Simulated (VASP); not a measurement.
# Mo: single point with PBE

Mo:

```xyz
1
Lattice="-1.5082 1.5082 1.6967 1.5082 -1.5082 1.6967 1.5082 1.5082 -1.6967" Properties=species:S:1:pos:R:3 pbc="T T T"
Mo    0.0000    0.0000    0.0000
```

This cell differs from its parent crystal: strain -0.040 along x and y, +0.080 along z.

```
Program                : VASP 6.6.1
Task                   : single point
Functional             : PBE
Potentials or basis    : VASP PAW PBE potentials, release 64 (Mo_sv)
Cutoff                 : 520 eV
k mesh                 : 22 × 22 × 22
Occupations            : gaussian, width 0.15 eV
Spin                   : no spin polarisation
Dipole correction      : no
Further INCAR settings : ALGO = Fast; EDIFF = 1e-07; NBANDS = 13
```

```json
{
 "Pressure": "8.4 GPa",
 "Band gap on the k mesh": "zero (bands 7 and 8 overlap by 4.89 eV)"
}
```

Stress tensor (GPa, compression positive):
```
 18.38   0.00   0.00
  0.00  18.38   0.00
  0.00   0.00 -11.65
```

Levels at points of the mesh, in eV from the Fermi level:
```
           k point  band 4  band 5  band 6  band 7  band 8  band 9  band 10  band 11
(0.00, 0.00, 0.00)  -34.48   -7.25   -1.64   -1.64   -0.40    0.76     2.33    13.62
(0.50, 0.00, 0.00)  -34.49   -5.31   -2.87    0.62    1.45    2.71     4.63    11.53
(0.50, 0.50, 0.00)  -34.60   -5.49   -4.25    2.37    2.81    3.00     4.99    11.89
(0.50, 0.50, 0.50)  -35.34   -5.64   -5.34    3.84    4.24    4.24     7.22    10.23
```

It took 2.4 min on 1 thread of Intel Xeon 8259CL, with other jobs on the host, peak memory 0.26 GiB.

Caveat: the cell differs from its parent crystal (strain -0.040 along x and y, +0.080 along z); the cell stands under pressure.
